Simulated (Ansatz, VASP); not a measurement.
## One calculation of Zr4Cl, two programs

```
CELL_PARAMETERS angstrom
4.82882 0.00000 0.00000
0.00000 4.82882 0.00000
0.00000 0.00000 4.82882
ATOMIC_POSITIONS crystal
Zr 0.50000 0.00000 0.00000
Zr 0.00000 0.50000 0.00000
Zr 0.00000 0.00000 0.50000
Zr 0.50000 0.50000 0.50000
Cl 0.00000 0.00000 0.00000
```

Alike in both runs: functional PBE; k mesh 4 × 4 × 4; occupations gaussian, width 0.1 eV; no spin polarisation.

Ansatz relaxed the structure, and its values are those at the end. VASP's run is a single point on that final structure, the one shown.

|  | VASP | Ansatz |
| --- | --- | --- |
| version | VASP 6.6.1 | Ansatz 0.2.0 |
| potentials or method | VASP PAW PBE potentials, release 64 (Zr_sv, Cl), cutoff 520 eV | scalar-relativistic, plane waves, PAW |
| valence electrons in the cell | 55 | 55 |

|  | VASP | Ansatz | Ansatz less VASP |
| --- | --- | --- | --- |
| gap on the k mesh at the Fermi level (eV) | none | none | - |
| pressure (GPa) | 0.1 | 0.0 | -0.12 |

A gap of «none» marks a metal or a gap that the smearing closes.
